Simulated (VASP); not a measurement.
Crystal: RbBr (CsCl type).

```
CELL_PARAMETERS angstrom
3.03837 0.00000 0.00000
0.00000 3.03837 0.00000
0.00000 0.00000 3.03837
ATOMIC_POSITIONS crystal
Rb 0.00000 0.00000 0.00000
Br 0.50000 0.50000 0.50000
```

This cell differs from its parent crystal: volume scaled by 0.45.

Base run:

```yaml
Program: VASP 6.6.1
Functional: LDA
Potentials_or_basis: VASP PAW LDA potentials, release 64 (Rb_sv, Br)
Cutoff: 520 eV
k_mesh: 12 × 12 × 12
Occupations: fermi-dirac, width 0.1 eV
Spin: no spin polarisation
```

Its results: band gap on the k mesh 0.80 eV, direct; pressure 129.3 GPa.

The run is repeated on the same cell with these changes: functional from LDA to r2SCAN; potentials or basis from VASP PAW LDA potentials, release 64 (Rb_sv, Br) to VASP PAW PBE potentials, release 64 (Rb_sv, Br). What comes out?

Band gap on the k mesh 1.53 eV, direct; pressure 147.8 GPa.

Caveats: the PAW data sets were made with another functional, which shifts forces and pressure a little (some runs).

A k mesh can miss the band edges.
